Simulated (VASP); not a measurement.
Write the native input for VASP 6.6.1 that does the following.

```yaml
Task: single point
Functional: LDA
Potentials_or_basis: VASP PAW LDA potentials, release 64 (Ta_pv, N)
Cutoff: 520 eV
k_mesh: 18 × 18 × 14
Occupations: fermi-dirac, width 0.15 eV
Spin: no spin polarisation
Dipole_correction: no
Further_INCAR_settings: ALGO = Normal; EDIFF = 1e-06; NBANDS = 15
```

The structure of TaN lies in POSCAR:

```
TaN
1.0
    2.8371000754      0.0000000000      0.0000000000
   -1.4185500377      2.4570007384      0.0000000000
    0.0000000000      0.0000000000      2.7953070436
Ta N
1 1
Direct
    0.3333333333      0.6666666667      0.5000000000
    0.0000000000      0.0000000000      0.0000000000
```

These files were run (other wordings do the same):

INCAR

```
SYSTEM = TaN
  ALGO = Normal
  EDIFF = 1E-6
  ENCUT = 520
  GGA = CA
  ISIF = 2
  ISMEAR = -1
  LASPH = .True.
  LCHARG = .False.
  LREAL = .False.
  LWAVE = .False.
  NBANDS = 15
  NELM = 100
  PREC = Accurate
  SIGMA = 0.15
```

KPOINTS

```
k-points
0
Gamma
  18 18 14
  0 0 0
```

Potentials or basis: VASP PAW LDA potentials, release 64 (Ta_pv, N).

Command:

```console
$ cat potpaw_LDA.64/Ta_pv/POTCAR potpaw_LDA.64/N/POTCAR > POTCAR
$ mpirun -np 1 vasp_std > vasp.out
```

Results of the run:

| Quantity | Value |
| --- | --- |
| Pressure | 32.6 GPa |
| Band gap on the k mesh | zero (bands 8 and 9 overlap by 0.38 eV) |

Caveat: the cell stands under pressure; spin-orbit coupling is left out, which moves the levels of the heavy elements.

Run time: 56 s on 1 thread of Intel(R) Xeon(R) Platinum 8488C (Sapphire Rapids) (shared host), peak memory 0.2 GiB.
